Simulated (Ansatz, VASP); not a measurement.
**Ti in VASP and in Ansatz**

Contents of POSCAR:

```
Ti
1.0
    0.0000000000      2.0163754284      2.0163754284
    2.0163754284      0.0000000000      2.0163754284
    2.0163754284      2.0163754284      0.0000000000
Ti
1
Direct
    0.0000000000      0.0000000000      0.0000000000
```

INCAR.step1

```
SYSTEM = Ti
  PREC = Accurate
  ENCUT = 520
  ISMEAR = -1
  SIGMA = 0.05
  LREAL = .FALSE.
  LASPH = .TRUE.
  NELM = 80
  NBANDS = 12
  GGA = PE
  ALGO = Normal
  EDIFF = 1E-4
  LWAVE = .TRUE.
  LCHARG = .FALSE.
```

Contents of INCAR.step2:

```
SYSTEM = Ti
  PREC = Accurate
  ENCUT = 520
  EDIFF = 1E-7
  ISMEAR = -1
  SIGMA = 0.05
  LREAL = .FALSE.
  LASPH = .TRUE.
  NELM = 80
  ALGO = Normal
  ISIF = 2
  LWAVE = .FALSE.
  LCHARG = .TRUE.
  METAGGA = R2SCAN
  LMIXTAU = .TRUE.
  LELF = .TRUE.
  LVHAR = .TRUE.
  NBANDS = 12
  ISTART = 1
```

File KPOINTS:

```
Automatic mesh
0
G
  11 11 11
  0 0 0
```

File input.yaml:

```yaml
crystal:
  lattice:
    - [0.0, 2.0163754284, 2.0163754284]
    - [2.0163754284, 0.0, 2.0163754284]
    - [2.0163754284, 2.0163754284, 0.0]
  atoms:
    - { symbol: Ti, position: [0.0, 0.0, 0.0] }
hamiltonian:
  xc: r2scan
  pseudopotentials: { kind: paw }
kpoints:
  mp_grid: { grid: [11, 11, 11] }
scf:
  occupations: { method: fermi_dirac, width: 0.05 }
output:
  forces: true
  stress: true
  eigenvalues: true
```

Alike in both runs: task single point; functional r2SCAN; k mesh 11 × 11 × 11; occupations fermi-dirac, width 0.05 eV; no spin polarisation.

|  | VASP | Ansatz |
| --- | --- | --- |
| version | VASP 6.6.1 | Ansatz 0.2.0 |
| potentials or method | VASP PAW PBE potentials, release 64 (Ti_sv) | Ansatz PAW |
| plane-wave cutoff (eV) | 520 | 500 |
| valence electrons in the cell | 12 | 12 |

```csv
,VASP,Ansatz,Ansatz less VASP
gap on the k mesh at the Fermi level (eV),none,none,-
pressure (GPa),7.3,6.8,-0.47
```

VASP's potentials were made for PBE, not for r2SCAN. A gap of «none» marks a metal or a gap that the smearing closes.
